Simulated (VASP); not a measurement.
# GaP (F-43m) in VASP: further runs

The runs below take GaP through single point, with PBE.

Program: VASP 6.6.1. These are calculated values, not measurements. Logs are shortened: lines on timing, memory, paths and dates and some standing lists are left out, and cuts for length are marked.

**What was measured.**

From “Stacking defects in GaP nanowires: Electronic structure and optical properties”, 2018, arxiv:1810.01194, for a bulk crystal of GaP at 10 K: band gap 2.34 eV (indirect).

How close the calculation comes is told below.

## (1) The cell of the first run

The structure is cubic, space group F-43m (No. 216). Conventional cell: a = 5.275 Å, b = 5.275 Å, c = 5.275 Å, α = 90.00°, β = 90.00°, γ = 90.00°. Ga (site symmetry -43m) has 4 P at 2.28 Å within 3.0 Å. Within 3.0 Å of P (site symmetry -43m) lie 4 Ga at 2.28 Å.

## (2) Single point, PBE (volume scaled by 0.88)

File INCAR:

```
SYSTEM = GaP
ALGO = Normal
EDIFF = 1E-6
ENCUT = 520
GGA = PE
ISIF = 2
ISMEAR = 0
LASPH = .TRUE.
LCHARG = .FALSE.
LREAL = .FALSE.
LWAVE = .FALSE.
NBANDS = 16
NELM = 100
PREC = Accurate
SIGMA = 0.02
```

File KPOINTS:

```
k-points
0
G
  8 8 8
  0 0 0
```

File POSCAR:

```
GaP
1.0
    0.0000000000      2.6377119001      2.6377119001
    2.6377119001      0.0000000000      2.6377119001
    2.6377119001      2.6377119001      0.0000000000
Ga P
1 1
Direct
    0.0000000000      0.0000000000      0.0000000000
    0.2500000000      0.2500000000      0.2500000000
```

Potentials or basis: VASP PAW PBE potentials, release 64 (Ga_d, P).

Launch:

```
$ cat potpaw_PBE.64/Ga_d/POTCAR potpaw_PBE.64/P/POTCAR > POTCAR
$ mpirun -np 1 vasp_std > vasp.out
```

OUTCAR:

```text
SYSTEM = GaP
   EDIFF = 1E-6
   ENCUT = 520
   GGA = PE
   ISIF = 2
   ISMEAR = 0
   LASPH = .TRUE.
   LREAL = .FALSE.
   NELM = 100
   PREC = Accurate

 ion  position               nearest neighbor table
   1  0.000  0.000  0.000-   2 2.28   2 2.28   2 2.28   2 2.28
   2  0.250  0.250  0.250-   1 2.28   1 2.28   1 2.28   1 2.28

  LATTYP: Found a face centered cubic cell.
 ALAT       =     5.2754238002

  Lattice vectors:

 A1 = (   0.0000000000,   2.6377119001,   2.6377119001)
 A2 = (   2.6377119001,   0.0000000000,   2.6377119001)
 A3 = (   2.6377119001,   2.6377119001,   0.0000000000)

Analysis of symmetry for initial positions (statically):
=====================================================================
 Subroutine PRICEL returns:
 Original cell was already a primitive cell.

 Routine SETGRP: Setting up the symmetry group for a
 face centered cubic supercell.

 Subroutine GETGRP returns: Found 24 space group operations
 (whereof 24 operations were pure point group operations)
 out of a pool of 48 trial point group operations.

The static configuration has the point symmetry T_d .

Analysis of symmetry for dynamics (positions and initial velocities):
=====================================================================
 Subroutine PRICEL returns:
 Original cell was already a primitive cell.

 Routine SETGRP: Setting up the symmetry group for a
 face centered cubic supercell.

 Subroutine GETGRP returns: Found 24 space group operations
 (whereof 24 operations were pure point group operations)
 out of a pool of 48 trial point group operations.

The dynamic configuration has the point symmetry T_d .

 Subroutine INISYM returns: Found 24 space group operations
 (whereof 24 operations are pure point group operations),
 and found     1 'primitive' translations

----------------------------------------------------------------------------------------

                                     Primitive cell

  volume of cell :      36.7039

  direct lattice vectors                    reciprocal lattice vectors
     0.000000000  2.637711900  2.637711900    -0.189558230  0.189558230  0.189558230
     2.637711900  0.000000000  2.637711900     0.189558230 -0.189558230  0.189558230
     2.637711900  2.637711900  0.000000000     0.189558230  0.189558230 -0.189558230

  length of vectors
     3.730287943  3.730287943  3.730287943     0.328324486  0.328324486  0.328324486

  position of ions in fractional coordinates (direct lattice)
     0.000000000  0.000000000  0.000000000
     0.250000000  0.250000000  0.250000000

  ion indices of the primitive-cell ions
   primitive index   ion index
                 1           1
                 2           2

----------------------------------------------------------------------------------------

 KPOINTS: k-points

Automatic generation of k-mesh.
 Grid dimensions read from file:
 generate k-points for:    8    8    8

 Generating k-lattice:

  Cartesian coordinates                     Fractional coordinates (reciprocal lattice)
    -0.023694779  0.023694779  0.023694779     0.125000000  0.000000000  0.000000000
     0.023694779 -0.023694779  0.023694779     0.000000000  0.125000000  0.000000000
     0.023694779  0.023694779 -0.023694779     0.000000000  0.000000000  0.125000000

  Length of vectors
     0.041040561  0.041040561  0.041040561

  Shift w.r.t. Gamma in fractional coordinates (k-lattice)
     0.000000000  0.000000000  0.000000000

 Subroutine IBZKPT returns following result:
 ===========================================

 Found     29 irreducible k-points:

 Following reciprocal coordinates:
            Coordinates               Weight
  0.000000  0.000000  0.000000      1.000000
  0.125000  0.000000  0.000000      8.000000
  0.250000  0.000000  0.000000      8.000000
  0.375000  0.000000  0.000000      8.000000
  0.500000  0.000000  0.000000      4.000000
  0.125000  0.125000  0.000000      6.000000
[... 16 lines left out ...]
  0.500000  0.250000  0.125000     48.000000
 -0.375000  0.250000  0.125000     24.000000
 [... further k-points ...]
   k-points           NKPTS =     29   k-points in BZ     NKDIM =     29   number of bands    NBANDS=     16
   number of dos      NEDOS =    301   number of ions     NIONS =      2
   total plane-waves  NPLWV =  21952
   dimension x,y,z NGX =    28 NGY =   28 NGZ =   28
   dimension x,y,z NGXF=    56 NGYF=   56 NGZF=   56
   ions per type =               1   1
   NGX,Y,Z   is equivalent  to a cutoff of  12.48, 12.48, 12.48 a.u.
   NGXF,Y,Z  is equivalent  to a cutoff of  24.96, 24.96, 24.96 a.u.
 SYSTEM =  GaP
   PREC   = accura    normal or accurate (medium, high low for compatibility)
   ISTART =      0    job   : 0-new  1-cont  2-samecut
   ICHARG =      2    charge: 1-file 2-atom 10-const
   ISPIN  =      1    spin polarized calculation?
   LNONCOLLINEAR =      F non collinear calculations
   LSORBIT =      F    spin-orbit coupling
   LASPH  =      T    aspherical Exc in radial PAW
   ENCUT  =  520.0 eV  38.22 Ry    6.18 a.u.   6.94  6.94  6.94*2*pi/ulx,y,z
   NELM   =    100;   NELMIN=  2; NELMDL= -5     # of ELM steps
   EDIFF  = 0.1E-05   stopping-criterion for ELM
   LREAL  =      F    real-space projection
   EDIFFG = 0.1E-04   stopping-criterion for IOM
   NSW    =      0    number of steps for IOM
   IBRION =     -1    ionic relax: 0-MD 1-quasi-New 2-CG
   NFREE  =      0    steps in history (QN), initial steepest desc. (CG)
   ISIF   =      2    stress and relaxation
   ISYM   =      2    0-nonsym 1-usesym 2-fastsym
   POTIM  = 0.5000    time-step for ionic-motion
   TEBEG  =    0.0;   TEEND  =   0.0 temperature during run
   PSTRESS=    0.0 pullay stress
   NELECT =      18.0000    total number of electrons
   NUPDOWN=      -1.0000    fix difference up-down
   EMIN   =  10.00;   EMAX   =-10.00  energy-range for DOS
   EFERMI =   0.00;   METHOD = LEGACY
   ISMEAR =     0;   SIGMA  =   0.02  broadening in eV -4-tet -1-fermi 0-gaus
   EFERMI_NEDOS =   21; number of points for ismear=-14 and -15
   IALGO  =     38    algorithm
   IMIX   =      4    mixing-type and parameters
     AMIX     =   0.40;   BMIX     =  1.00
     AMIX_MAG =   1.60;   BMIX_MAG =  1.00
  volume/ion in A,a.u.               =      18.35       123.85
  Fermi-wavevector in a.u.,A,eV,Ry     =   1.291006  2.439648 22.676787  1.666697
  Thomas-Fermi vector in A             =   2.422803
   LORBIT       =      0    0 simple, 1 ext, 2 COOP (PROOUT), +10 PAW based schemes
   GGA     = PE    functional components
   LHFCALC =     F    Hartree Fock is set to
   AEXX    =    0.0000 exact exchange contribution
   IVDW    =     0    specifies the selected vdW correction
   LEPSILON=     F    determine dielectric tensor
   LRPA    =     F    only Hartree local field effects (RPA)
 non-spin polarized calculation
 Gauss-broadening in eV      SIGMA  =   0.02
  energy-cutoff  :      520.00
  volume of cell :       36.70
 maximum number of plane-waves:       999
   NGX = 13   NGY = 13   NGZ = 13

 number of electron      17.9999996 magnetization

 Free energy of the ion-electron system (eV)
  ---------------------------------------------------
  ext. energy  EPLUGINS =         0.00000000
  ---------------------------------------------------
  free energy    TOTEN  =        -8.94325211 eV

  energy without entropy =       -8.94325211  energy(sigma->0) =       -8.94325211

 E-fermi :   5.8565     XC(G=0): -10.2867

 val. band max:        5.7088071461   @ k =   0.0000   0.0000   0.0000
 cond. band min:       7.1394526197   @ k =   0.5000   0.5000   0.0000
 fundamental gap:      1.4306454736
 Fermi energy:         5.8564849369

 k-point     1 :       0.0000    0.0000    0.0000
  band No.  band energies     occupation
      1      -9.0472      2.00000
      2      -9.0472      2.00000
      3      -9.0472      2.00000
      4      -8.9136      2.00000
      5      -8.9136      2.00000
      6      -7.5659      2.00000
[... 8 lines left out ...]
     15      15.6236      0.00000
     16      15.6236      0.00000

 k-point     2 :       0.1250    0.0000    0.0000
  band No.  band energies     occupation
      1      -9.0702      2.00000
      2      -9.0407      2.00000
      3      -9.0407      2.00000
      4      -8.9137      2.00000
      5      -8.9137      2.00000
      6      -7.3338      2.00000
[... 8 lines left out ...]
     15      14.9426      0.00000
     16      15.8879      0.00000

 k-point     3 :       0.2500    0.0000    0.0000
  band No.  band energies     occupation
      1      -9.1161      2.00000
      2      -9.0271      2.00000
      3      -9.0271      2.00000
      4      -8.9120      2.00000
      5      -8.9120      2.00000
      6      -6.6800      2.00000
[... 8 lines left out ...]
     15      14.7662      0.00000
     16      15.9082      0.00000

 k-point     4 :       0.3750    0.0000    0.0000
  band No.  band energies     occupation
      1      -9.1540      2.00000
      2      -9.0168      2.00000
      3      -9.0168      2.00000
      4      -8.9067      2.00000
      5      -8.9067      2.00000
      6      -5.7532      2.00000
[... 8 lines left out ...]
     15      16.1033      0.00000
     16      16.1033      0.00000
[... 324 lines left out ...]
 k-point    22 :       0.3750    0.2500    0.1250
  band No.  band energies     occupation
      1      -9.1456      2.00000
      2      -9.0110      2.00000
      3      -9.0054      2.00000
      4      -8.9299      2.00000
      5      -8.9011      2.00000
      6      -6.1287      2.00000
[... 8 lines left out ...]
     15      17.2473      0.00000
     16      18.7775      0.00000

 k-point    23 :       0.5000    0.2500    0.1250
  band No.  band energies     occupation
      1      -9.1660      2.00000
      2      -9.0061      2.00000
      3      -8.9929      2.00000
      4      -8.9269      2.00000
      5      -8.9013      2.00000
      6      -5.2516      2.00000
[... 8 lines left out ...]
     15      17.7895      0.00000
     16      18.9842      0.00000

 k-point    24 :      -0.3750    0.2500    0.1250
  band No.  band energies     occupation
      1      -9.1734      2.00000
      2      -9.0055      2.00000
      3      -8.9886      2.00000
      4      -8.9217      2.00000
      5      -8.9037      2.00000
      6      -4.6932      2.00000
[... 8 lines left out ...]
     15      18.0478      0.00000
     16      18.8089      0.00000

 [... further k-points ...]
[... 5 lines left out ...]
  --------------------------------------------------------------------------------------
  -------------------------------------------------------------------------------------
  Total        2.9718188      2.9718188      2.9718188     -0.0000000      0.0000000     -0.0000000
  in kB      129.7241491    129.7241491    129.7241491     -0.0000000      0.0000000     -0.0000000
  external PRESSURE =     129.7241491 kB  Pullay stress =       0.0000000 kB

 VOLUME and BASIS-vectors are now :
 -----------------------------------------------------------------------------
  energy-cutoff  :      520.00
  volume of cell :       36.70
      direct lattice vectors                 reciprocal lattice vectors
     0.000000000  2.637711900  2.637711900    -0.189558230  0.189558230  0.189558230
     2.637711900  0.000000000  2.637711900     0.189558230 -0.189558230  0.189558230
     2.637711900  2.637711900  0.000000000     0.189558230  0.189558230 -0.189558230

 POSITION                                       TOTAL-FORCE (eV/Angst)
 -----------------------------------------------------------------------------------
      0.00000      0.00000      0.00000        -0.000000     -0.000000     -0.000000
      1.31886      1.31886      1.31886         0.000000      0.000000      0.000000
 -----------------------------------------------------------------------------------
    total drift:                                0.000002      0.000002      0.000002

  FREE ENERGIE OF THE ION-ELECTRON SYSTEM (eV)
  ---------------------------------------------------
  free  energy   TOTEN  =        -8.9432521091 eV

  energy  without entropy=       -8.9432521091  energy(sigma->0) =       -8.94325211
```

Wall time 40 s (1 thread of AMD EPYC 7R13, shared host); peak memory 0.13 GiB.

Results:

```yaml
Free_energy: -8.9433 eV
Pressure: 13.0 GPa
Band_gap_on_the_k_mesh: 1.43 eV, indirect (least direct gap 2.66 eV)
```

Levels at points of the mesh, in eV from the valence-band top:
| k point | band 5 | band 6 | band 7 | band 8 | band 9 | band 10 | band 11 | band 12 | band 13 | band 14 |
| --- | --- | --- | --- | --- | --- | --- | --- | --- | --- | --- |
| (0.00, 0.00, 0.00) | -14.62 | -13.27 | 0.00 | 0.00 | 0.00 | 2.66 | 3.85 | 3.85 | 3.85 | 9.24 |
| (0.50, 0.00, 0.00) | -14.61 | -10.86 | -7.23 | -1.27 | -1.27 | 1.97 | 4.67 | 4.67 | 8.44 | 11.63 |
| (0.50, 0.50, 0.00) | -14.59 | -9.83 | -7.24 | -3.04 | -3.04 | 1.43 | 1.70 | 11.33 | 11.33 | 12.14 |

## (3) Single point, PBE (volume scaled by 0.91)

File INCAR:

```
  ALGO = Normal
  EDIFF = 1E-6
  ENCUT = 500
  GGA = PE
  GGA_COMPAT = F
  ISIF = 2
  ISMEAR = 0
  LASPH = T
  LCHARG = F
  LREAL = F
  LWAVE = F
  NBANDS = 16
  NELM = 120
  PREC = Accurate
  SIGMA = 0.02
```

File KPOINTS:

```
k-points
0
Gamma
  8 8 8
```

File POSCAR:

```
GaP
1.0
    0.0000000000      2.6673515933      2.6673515933
    2.6673515933      0.0000000000      2.6673515933
    2.6673515933      2.6673515933      0.0000000000
Ga P
1 1
Direct
    0.0000000000      0.0000000000      0.0000000000
    0.2500000000      0.2500000000      0.2500000000
```

Potentials or basis: VASP PAW PBE potentials, release 64 (Ga_d, P).

Launch:

```
$ cat potpaw_PBE.64/Ga_d/POTCAR potpaw_PBE.64/P/POTCAR > POTCAR
$ mpirun -np 1 vasp_std > vasp.out
```

Wall time 12 s (1 thread of Intel Xeon Platinum 8488C (Sapphire Rapids), shared host); peak memory 0.16 GiB.

The run converged. Its results:

```
Free energy            : -9.0286 eV
Pressure               : 8.9 GPa
Band gap on the k mesh : 1.51 eV, indirect (least direct gap 2.37 eV)
```

Levels at points of the mesh, in eV from the valence-band top:
```
           k point  band 5  band 6  band 7  band 8  band 9  band 10  band 11  band 12  band 13  band 14
(0.00, 0.00, 0.00)  -14.56  -13.00    0.00    0.00    0.00     2.37     3.86     3.86     3.86     9.09
(0.50, 0.00, 0.00)  -14.55  -10.71   -7.02   -1.22   -1.22     1.87     4.70     4.70     8.39    11.37
(0.50, 0.50, 0.00)  -14.53   -9.72   -7.07   -2.92   -2.92     1.51     1.75    11.08    11.08    11.81
```

[end of part 1 of 2]
